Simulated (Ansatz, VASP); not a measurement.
## Two plane-wave programs on C

```
CELL_PARAMETERS angstrom
2.42550 0.00000 0.00000
-1.21275 2.10054 0.00000
0.00000 0.00000 24.71320
ATOMIC_POSITIONS crystal
C 0.00000 0.00000 0.57116
C 0.00000 0.00000 0.42884
C 0.33333 0.66667 0.42882
C 0.66667 0.33333 0.57118
```

Alike in both runs: task single point; functional PBE; dispersion D3(BJ); k mesh 24 × 24 × 4; occupations gaussian, width 0.15 eV; no spin polarisation.

|  | VASP | Ansatz |
| --- | --- | --- |
| version | VASP 6.6.1 | Ansatz 0.2.0 |
| potentials or method | VASP PAW PBE potentials, release 64 (C), cutoff 600 eV | scalar-relativistic, plane waves, PAW |
| valence electrons in the cell | 16 | 16 |

```tsv
	VASP	Ansatz	Ansatz less VASP
gap on the k mesh at the Fermi level (eV)	none	none	-
rms of the force components (eV/Å)	0.008	0.008	-0.0001
```

Atom by atom the forces differ by 0.000 eV/Å (rms over components). A gap of «none» marks a metal or a gap that the smearing closes.
